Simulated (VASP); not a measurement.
# BAs (F-43m) in VASP: single point with LDA

Aim: the single point of BAs with LDA.

All numbers are computed with VASP 6.6.1; they aren't measurements. Logs are shortened: lines on timing, memory, paths and dates and some standing lists are left out, and cuts for length are marked.

## (1) The cell of the first run

Symmetry: F-43m, No. 216, cubic system. The conventional cell has a = 4.732 Å, b = 4.732 Å, c = 4.732 Å, α = 90.00°, β = 90.00°, γ = 90.00°. Within 2.7 Å of B (site symmetry -43m) lie 4 As at 2.05 Å. As (site symmetry -43m) has 4 B at 2.05 Å within 2.7 Å.

## (2) Single point, LDA

Contents of INCAR:

```
SYSTEM = BAs
  ALGO = Normal
  EDIFF = 1E-6
  ENCUT = 560
  GGA_COMPAT = .FALSE.
  ISIF = 2
  ISMEAR = 0
  LASPH = .TRUE.
  LCHARG = .FALSE.
  LREAL = .FALSE.
  LWAVE = .FALSE.
  NBANDS = 16
  NELM = 120
  PREC = Accurate
  SIGMA = 0.01
```

Contents of KPOINTS:

```
k-points
0
G
  6 6 6
  0 0 0
```

Contents of POSCAR:

```
BAs
1.0
    0.0000000000      2.3661621483      2.3661621483
    2.3661621483      0.0000000000      2.3661621483
    2.3661621483      2.3661621483      0.0000000000
B As
1 1
Direct
    0.0000000000      0.0000000000      0.0000000000
    0.2500000000      0.2500000000      0.2500000000
```

Potentials or basis: VASP PAW LDA potentials, release 64 (B, As_d).

Launch:

```
cat potpaw_LDA.64/B/POTCAR potpaw_LDA.64/As_d/POTCAR > POTCAR
mpirun -np 1 vasp_std > vasp.out
```

OUTCAR:

```text
SYSTEM = BAs
   EDIFF = 1E-6
   ENCUT = 560
   ISIF = 2
   ISMEAR = 0
   LASPH = .TRUE.
   LREAL = .FALSE.
   NELM = 120
   PREC = Accurate

 ion  position               nearest neighbor table
   1  0.000  0.000  0.000-   2 2.05   2 2.05   2 2.05   2 2.05
   2  0.250  0.250  0.250-   1 2.05   1 2.05   1 2.05   1 2.05

  LATTYP: Found a face centered cubic cell.
 ALAT       =     4.7323242966

  Lattice vectors:

 A1 = (   0.0000000000,   2.3661621483,   2.3661621483)
 A2 = (   2.3661621483,   0.0000000000,   2.3661621483)
 A3 = (   2.3661621483,   2.3661621483,   0.0000000000)

Analysis of symmetry for initial positions (statically):
=====================================================================
 Subroutine PRICEL returns:
 Original cell was already a primitive cell.

 Routine SETGRP: Setting up the symmetry group for a
 face centered cubic supercell.

 Subroutine GETGRP returns: Found 24 space group operations
 (whereof 24 operations were pure point group operations)
 out of a pool of 48 trial point group operations.

The static configuration has the point symmetry T_d .

Analysis of symmetry for dynamics (positions and initial velocities):
=====================================================================
 Subroutine PRICEL returns:
 Original cell was already a primitive cell.

 Routine SETGRP: Setting up the symmetry group for a
 face centered cubic supercell.

 Subroutine GETGRP returns: Found 24 space group operations
 (whereof 24 operations were pure point group operations)
 out of a pool of 48 trial point group operations.

The dynamic configuration has the point symmetry T_d .

 Subroutine INISYM returns: Found 24 space group operations
 (whereof 24 operations are pure point group operations),
 and found     1 'primitive' translations

----------------------------------------------------------------------------------------

                                     Primitive cell

  volume of cell :      26.4950

  direct lattice vectors                    reciprocal lattice vectors
     0.000000000  2.366162148  2.366162148    -0.211312653  0.211312653  0.211312653
     2.366162148  0.000000000  2.366162148     0.211312653 -0.211312653  0.211312653
     2.366162148  2.366162148  0.000000000     0.211312653  0.211312653 -0.211312653

  length of vectors
     3.346258601  3.346258601  3.346258601     0.366004251  0.366004251  0.366004251

  position of ions in fractional coordinates (direct lattice)
     0.000000000  0.000000000  0.000000000
     0.250000000  0.250000000  0.250000000

  ion indices of the primitive-cell ions
   primitive index   ion index
                 1           1
                 2           2

----------------------------------------------------------------------------------------

 KPOINTS: k-points

Automatic generation of k-mesh.
 Grid dimensions read from file:
 generate k-points for:    6    6    6

 Generating k-lattice:

  Cartesian coordinates                     Fractional coordinates (reciprocal lattice)
    -0.035218775  0.035218775  0.035218775     0.166666667  0.000000000  0.000000000
     0.035218775 -0.035218775  0.035218775     0.000000000  0.166666667  0.000000000
     0.035218775  0.035218775 -0.035218775     0.000000000  0.000000000  0.166666667

  Length of vectors
     0.061000708  0.061000708  0.061000708

  Shift w.r.t. Gamma in fractional coordinates (k-lattice)
     0.000000000  0.000000000  0.000000000

 Subroutine IBZKPT returns following result:
 ===========================================

 Found     16 irreducible k-points:

 Following reciprocal coordinates:
            Coordinates               Weight
  0.000000  0.000000  0.000000      1.000000
  0.166667  0.000000  0.000000      8.000000
  0.333333  0.000000  0.000000      8.000000
  0.500000  0.000000  0.000000      4.000000
  0.166667  0.166667  0.000000      6.000000
  0.333333  0.166667  0.000000     24.000000
[... 8 lines left out ...]
 -0.333333  0.333333  0.166667     24.000000
 -0.333333  0.500000  0.166667     12.000000
   k-points           NKPTS =     16   k-points in BZ     NKDIM =     16   number of bands    NBANDS=     16
   number of dos      NEDOS =    301   number of ions     NIONS =      2
   total plane-waves  NPLWV =  21952
   dimension x,y,z NGX =    28 NGY =   28 NGZ =   28
   dimension x,y,z NGXF=    56 NGYF=   56 NGZF=   56
   ions per type =               1   1
   NGX,Y,Z   is equivalent  to a cutoff of  13.91, 13.91, 13.91 a.u.
   NGXF,Y,Z  is equivalent  to a cutoff of  27.82, 27.82, 27.82 a.u.
 SYSTEM =  BAs
   PREC   = accura    normal or accurate (medium, high low for compatibility)
   ISTART =      0    job   : 0-new  1-cont  2-samecut
   ICHARG =      2    charge: 1-file 2-atom 10-const
   ISPIN  =      1    spin polarized calculation?
   LNONCOLLINEAR =      F non collinear calculations
   LSORBIT =      F    spin-orbit coupling
   LASPH  =      T    aspherical Exc in radial PAW
   ENCUT  =  560.0 eV  41.16 Ry    6.42 a.u.   6.46  6.46  6.46*2*pi/ulx,y,z
   NELM   =    120;   NELMIN=  2; NELMDL= -5     # of ELM steps
   EDIFF  = 0.1E-05   stopping-criterion for ELM
   LREAL  =      F    real-space projection
   EDIFFG = 0.1E-04   stopping-criterion for IOM
   NSW    =      0    number of steps for IOM
   IBRION =     -1    ionic relax: 0-MD 1-quasi-New 2-CG
   NFREE  =      0    steps in history (QN), initial steepest desc. (CG)
   ISIF   =      2    stress and relaxation
   ISYM   =      2    0-nonsym 1-usesym 2-fastsym
   POTIM  = 0.5000    time-step for ionic-motion
   TEBEG  =    0.0;   TEEND  =   0.0 temperature during run
   PSTRESS=    0.0 pullay stress
   NELECT =      18.0000    total number of electrons
   NUPDOWN=      -1.0000    fix difference up-down
   EMIN   =  10.00;   EMAX   =-10.00  energy-range for DOS
   EFERMI =   0.00;   METHOD = LEGACY
   ISMEAR =     0;   SIGMA  =   0.01  broadening in eV -4-tet -1-fermi 0-gaus
   EFERMI_NEDOS =   21; number of points for ismear=-14 and -15
   IALGO  =     38    algorithm
   IMIX   =      4    mixing-type and parameters
     AMIX     =   0.40;   BMIX     =  1.00
     AMIX_MAG =   1.60;   BMIX_MAG =  1.00
  volume/ion in A,a.u.               =      13.25        89.40
  Fermi-wavevector in a.u.,A,eV,Ry     =   1.439167  2.719631 28.180406  2.071201
  Thomas-Fermi vector in A             =   2.558053
   LORBIT       =      0    0 simple, 1 ext, 2 COOP (PROOUT), +10 PAW based schemes
   GGA     = CA    functional components
   LHFCALC =     F    Hartree Fock is set to
   AEXX    =    0.0000 exact exchange contribution
   IVDW    =     0    specifies the selected vdW correction
   LEPSILON=     F    determine dielectric tensor
   LRPA    =     F    only Hartree local field effects (RPA)
 non-spin polarized calculation
 Gauss-broadening in eV      SIGMA  =   0.01
  energy-cutoff  :      560.00
  volume of cell :       26.49
 maximum number of plane-waves:       821
 NGX is ok and might be reduce to    28
   NGX = 13   NGY = 13   NGZ = 13

 number of electron      18.0000004 magnetization

 Free energy of the ion-electron system (eV)
  ---------------------------------------------------
  ext. energy  EPLUGINS =         0.00000000
  ---------------------------------------------------
  free energy    TOTEN  =       -12.92338916 eV

  energy without entropy =      -12.92338916  energy(sigma->0) =      -12.92338916

 E-fermi :   5.2586     XC(G=0): -11.5712

 val. band max:        5.0967930842   @ k =   0.0000   0.0000   0.0000
 cond. band min:       6.3022947166   @ k =   0.3333   0.3333   0.0000
 fundamental gap:      1.2055016325
 Fermi energy:         5.2586484036

 k-point     1 :       0.0000    0.0000    0.0000
  band No.  band energies     occupation
      1     -30.8213      2.00000
      2     -30.8213      2.00000
      3     -30.8213      2.00000
      4     -30.7944      2.00000
      5     -30.7944      2.00000
      6     -10.5408      2.00000
[... 8 lines left out ...]
     15      18.4751      0.00000
     16      18.4751      0.00000

 k-point     2 :       0.1667    0.0000    0.0000
  band No.  band energies     occupation
      1     -30.8204      2.00000
      2     -30.8192      2.00000
      3     -30.8192      2.00000
      4     -30.7942      2.00000
      5     -30.7942      2.00000
      6     -10.0775      2.00000
[... 8 lines left out ...]
     15      16.5806      0.00000
     16      16.5806      0.00000

 k-point     3 :       0.3333    0.0000    0.0000
  band No.  band energies     occupation
      1     -30.8185      2.00000
      2     -30.8157      2.00000
      3     -30.8157      2.00000
      4     -30.7929      2.00000
      5     -30.7929      2.00000
      6      -8.7780      2.00000
[... 8 lines left out ...]
     15      17.3360      0.00000
     16      17.3360      0.00000

 k-point     4 :       0.5000    0.0000    0.0000
  band No.  band energies     occupation
      1     -30.8176      2.00000
      2     -30.8146      2.00000
      3     -30.8146      2.00000
      4     -30.7917      2.00000
      5     -30.7917      2.00000
      6      -7.5819      2.00000
[... 8 lines left out ...]
     15      19.9271      0.00000
     16      19.9271      0.00000
[... 172 lines left out ...]
 k-point    14 :       0.5000    0.3333    0.1667
  band No.  band energies     occupation
      1     -30.8205      2.00000
      2     -30.8122      2.00000
      3     -30.8083      2.00000
      4     -30.7969      2.00000
      5     -30.7906      2.00000
      6      -7.6733      2.00000
[... 8 lines left out ...]
     15      19.1160      0.00000
     16      21.3553      0.00000

 k-point    15 :      -0.3333    0.3333    0.1667
  band No.  band energies     occupation
      1     -30.8171      2.00000
      2     -30.8138      2.00000
      3     -30.8062      2.00000
      4     -30.7961      2.00000
      5     -30.7914      2.00000
      6      -6.6167      2.00000
[... 8 lines left out ...]
     15      19.8374      0.00000
     16      21.5832      0.00000

 k-point    16 :      -0.3333    0.5000    0.1667
  band No.  band energies     occupation
      1     -30.8214      2.00000
      2     -30.8092      2.00000
      3     -30.8037      2.00000
      4     -30.7987      2.00000
      5     -30.7898      2.00000
      6      -6.1380      2.00000
[... 8 lines left out ...]
     15      21.0347      0.00000
     16      21.2750      0.00000

------------------------ aborting loop because EDIFF is reached ----------------------------------------

  FORCE on cell =-STRESS in cart. coord.  units (eV):
  Direction    XX          YY          ZZ          XY          YZ          ZX
  --------------------------------------------------------------------------------------
  -------------------------------------------------------------------------------------
  Total        0.1819991      0.1819991      0.1819991     -0.0000000      0.0000000     -0.0000000
  in kB       11.0056665     11.0056665     11.0056665     -0.0000000      0.0000000     -0.0000000
  external PRESSURE =      11.0056665 kB  Pullay stress =       0.0000000 kB

 VOLUME and BASIS-vectors are now :
 -----------------------------------------------------------------------------
  energy-cutoff  :      560.00
  volume of cell :       26.49
      direct lattice vectors                 reciprocal lattice vectors
     0.000000000  2.366162148  2.366162148    -0.211312653  0.211312653  0.211312653
     2.366162148  0.000000000  2.366162148     0.211312653 -0.211312653  0.211312653
     2.366162148  2.366162148  0.000000000     0.211312653  0.211312653 -0.211312653

 POSITION                                       TOTAL-FORCE (eV/Angst)
 -----------------------------------------------------------------------------------
      0.00000      0.00000      0.00000         0.000000      0.000000      0.000000
      1.18308      1.18308      1.18308        -0.000000     -0.000000     -0.000000
 -----------------------------------------------------------------------------------
    total drift:                                0.000001      0.000001      0.000001

  FREE ENERGIE OF THE ION-ELECTRON SYSTEM (eV)
  ---------------------------------------------------
  free  energy   TOTEN  =       -12.9233891596 eV

  energy  without entropy=      -12.9233891596  energy(sigma->0) =      -12.92338916
```

It took 8.5 s on 1 thread of AMD EPYC 7R13 (Zen 3), shared host; peak memory 0.11 GiB.

Results:

* Free energy: -12.9234 eV
* Pressure: 1.1 GPa
* Band gap on the k mesh: 1.21 eV (least direct gap 3.28 eV)

Levels at points of the mesh, in eV from the valence-band top:
```
           k point  band 7  band 8  band 9  band 10  band 11  band 12
(0.00, 0.00, 0.00)    0.00    0.00    0.00     3.28     3.28     3.28
(0.50, 0.00, 0.00)   -8.96   -1.86   -1.86     2.85     4.79     4.79
(0.50, 0.50, 0.00)   -8.57   -4.19   -4.19     1.31     1.39    11.53
```
